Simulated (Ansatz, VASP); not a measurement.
## SrTl: VASP beside Ansatz

File INCAR:

```
SYSTEM = SrTl
ALGO     = Normal         ! electronic algorithm
EDIFF    = 1E-8           ! SCF threshold, eV
ENCUT    = 520            ! plane-wave cutoff, eV
ISIF     = 2              ! what is computed and relaxed
ISMEAR   = -1             ! smearing method
LASPH    = .True.         ! aspherical terms in the spheres
LCHARG   = .False.        ! write CHGCAR
LEFG     = .True.       
LREAL    = .False.        ! projectors in reciprocal space
LWAVE    = .False.        ! write WAVECAR
NBANDS   = 18             ! bands
NELM     = 60             ! most SCF steps
PREC     = Accurate       ! precision mode
SIGMA    = 0.05           ! smearing width, eV
```

File KPOINTS:

```
k-points
0
Gamma
  8 8 8
  0 0 0
```

Contents of POSCAR:

```
SrTl
1.0
    4.0320000000     -0.0403200000     -0.0403200000
   -0.0403200000      4.0320000000     -0.0403200000
   -0.0403200000     -0.0403200000      4.0320000000
Sr Tl
1 1
Direct
    0.0000000000      0.0000000000      0.0000000000
    0.5000000000      0.5000000000      0.5000000000
```

Input for Ansatz:

```yaml
crystal:
  lattice:
    - [4.032, -0.04032, -0.04032]
    - [-0.04032, 4.032, -0.04032]
    - [-0.04032, -0.04032, 4.032]
  atoms:
    - { symbol: Sr, position: [0.0, 0.0, 0.0] }
    - { symbol: Tl, position: [0.5, 0.5, 0.5] }
kpoints:
  mp_grid: { grid: [8, 8, 8] }
scf:
  occupations: { method: fermi_dirac, width: 0.05 }
hamiltonian:
  xc: lda
  pseudopotentials: { kind: all_electron, datasets: crystal }
output:
  forces: true
  stress: true
  eigenvalues: true
  efg: { contact_densities: true }
```

Change from the starting cell: equal xy, yz and zx shear strains of -2 %, crystal datasets.

Alike in both runs: task electric field gradients; functional LDA; k mesh 8 × 8 × 8; occupations fermi-dirac, width 0.05 eV; no spin polarisation.

|  | VASP | Ansatz |
| --- | --- | --- |
| version | VASP 6.6.1 | Ansatz 0.2.0 |
| potentials or method | VASP PAW LDA potentials, release 64 (Sr_sv, Tl_d), cutoff 520 eV | all-electron PAW with datasets made for the crystal, scalar-relativistic |

Ansatz gave:

* pressure (GPa): -1.8
* traceless stress, the component that is largest in VASP (GPa): 0.44
* size of Vzz on the site where it differs most (V/Å²): 2.3

Q: Estimate VASP's values.

A: Pressure (GPa): -1.7; traceless stress, the component that is largest in VASP (GPa): 0.45; size of Vzz on the site where it differs most (V/Å²): 5.0.

LDA's correlation is that of Perdew and Zunger in VASP and of Perdew and Wang (1992) in Ansatz. Ansatz ran all-electron here, and VASP with PAW potentials.

Neither program's run includes spin-orbit coupling.
